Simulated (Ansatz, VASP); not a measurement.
**One calculation of BN, two programs**

Contents of POSCAR:

```
BN
1.0
    0.0000000000      1.7458259068      1.7458259068
    1.7458259068      0.0000000000      1.7458259068
    1.7458259068      1.7458259068      0.0000000000
B N
1 1
Direct
    0.0000000000      0.0000000000      0.0000000000
    0.5000000000      0.5000000000      0.5000000000
```

Contents of INCAR.step1:

```
PREC     = Accurate       # precision mode
ENCUT    = 520            # plane-wave cutoff, eV
EDIFF    = 1E-5           # SCF threshold, eV
ISMEAR   = 0              # smearing method
SIGMA    = 0.01           # smearing width, eV
LREAL    = False          # projectors in reciprocal space
LASPH    = True           # aspherical terms in the spheres
NELM     = 100            # most SCF steps
ALGO     = Normal         # electronic algorithm
ISIF     = 2              # what is computed and relaxed
LWAVE    = True           # write WAVECAR
GGA      = PE             # functional
NBANDS   = 11             # bands
```

INCAR.step2

```
PREC     = Accurate       # precision mode
ENCUT    = 520            # plane-wave cutoff, eV
EDIFF    = 1E-6           # SCF threshold, eV
ISMEAR   = 0              # smearing method
SIGMA    = 0.01           # smearing width, eV
LREAL    = False          # projectors in reciprocal space
LASPH    = True           # aspherical terms in the spheres
NELM     = 100            # most SCF steps
ALGO     = Normal         # electronic algorithm
ISIF     = 2              # what is computed and relaxed
LWAVE    = False          # write WAVECAR
LCHARG   = True           # write CHGCAR
GGA      = PE             # functional
LHFCALC  = True           # exact exchange
AEXX     = 0.25           # exact-exchange fraction
PRECFOCK = Normal       
LELF     = True           # ELF
LVHAR    = True         
ISTART   = 1            
NBANDS   = 11             # bands
```

Contents of KPOINTS:

```
regular mesh
0
Gamma
  8 8 8
```

Input for Ansatz:

```yaml
crystal:
  lattice:
    - [0.0, 1.7458259068, 1.7458259068]
    - [1.7458259068, 0.0, 1.7458259068]
    - [1.7458259068, 1.7458259068, 0.0]
  atoms:
    - { symbol: B, position: [0.0, 0.0, 0.0] }
    - { symbol: "N", position: [0.5, 0.5, 0.5] }
kpoints:
  mp_grid: { grid: [8, 8, 8] }
  band_path:
    path:
      - [0.0, 0.0, 0.0]
      - [0.5, 0.0, 0.5]
      - [0.625, 0.25, 0.625]
      - [0.375, 0.375, 0.75]
      - [0.5, 0.5, 0.5]
      - [0.5, 0.25, 0.75]
      - [0.0, 0.166667, -0.167969]
      - [0.0, 0.5, 0.5]
    npoints: 1
hamiltonian:
  xc: pbe0
scf:
  occupations: { method: fixed }
  n_extra_bands: 4
output:
  forces: true
  stress: true
  eigenvalues: true
  write_density: true
  write_potential: true
  elf: true
  volumetric_format: npy
```

Alike in both runs: task single point; functional PBE0; k mesh 8 × 8 × 8; no spin polarisation.

|  | VASP | Ansatz |
| --- | --- | --- |
| version | VASP 6.6.1 | Ansatz 0.2.0 |
| potentials or method | VASP PAW PBE potentials, release 64 (B, N) | plane waves, PAW |
| plane-wave cutoff (eV) | 520 | 420 |
| occupations | gaussian, width 0.01 eV | fixed |
| valence electrons in the cell | 8 | 8 |

```tsv
	VASP	Ansatz	Ansatz less VASP
gap on the k mesh at the Fermi level (eV)	3.07	3.07	-0.009
pressure (GPa)	-8.3	-8.5	-0.19
```

Ansatz's warnings: stress exchange threshold loose, stress scf threshold loose.
